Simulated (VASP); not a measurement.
PbS (Galena):

```
CELL_PARAMETERS angstrom
0.00000 2.96575 2.96575
2.96575 0.00000 2.96575
2.96575 2.96575 0.00000
ATOMIC_POSITIONS crystal
Pb 0.00000 0.00000 0.00000
S 0.50000 0.50000 0.50000
```

| Quantity | Value |
| --- | --- |
| Program | VASP 6.6.1 |
| Task | relaxation of cell and atoms |
| Functional | PBE |
| Potentials or basis | VASP PAW PBE potentials, release 64 (Pb_d, S) |
| Cutoff | 600 eV |
| k mesh | 6 × 6 × 6 |
| Occupations | gaussian, width 0.01 eV |
| Spin | no spin polarisation |

At the start: pressure 2.2 GPa; volume 26.09 Å³/atom.

Task: How do energy, volume and symmetry change on relaxing?

Result: Over 3 steps the energy falls by 6.6 meV/atom and the volume is 27.09 Å³/atom (+3.9 %); space group Fm-3m (No. 225, to 0.05 Å).

The path:
| step | energy change (eV) | largest force (eV/Å) | pressure (GPa) | volume (Å³) |
| --- | --- | --- | --- | --- |
| 1 | 0.0000 | 0.0000 | 2.18 | 52.17 |
| 2 | -0.0118 | 0.0000 | -0.67 | 54.89 |
| 3 | -0.0133 | 0.0000 | 0.00 | 54.19 |

Final structure:
```yaml
crystal:
  lattice:
    - [0.00000, 3.00347, 3.00347]
    - [3.00347, 0.00000, 3.00347]
    - [3.00347, 3.00347, 0.00000]
  atoms:
    - { symbol: Pb, position: [0.00000, 0.00000, 0.00000] }
    - { symbol: S, position: [0.50000, 0.50000, 0.50000] }
```
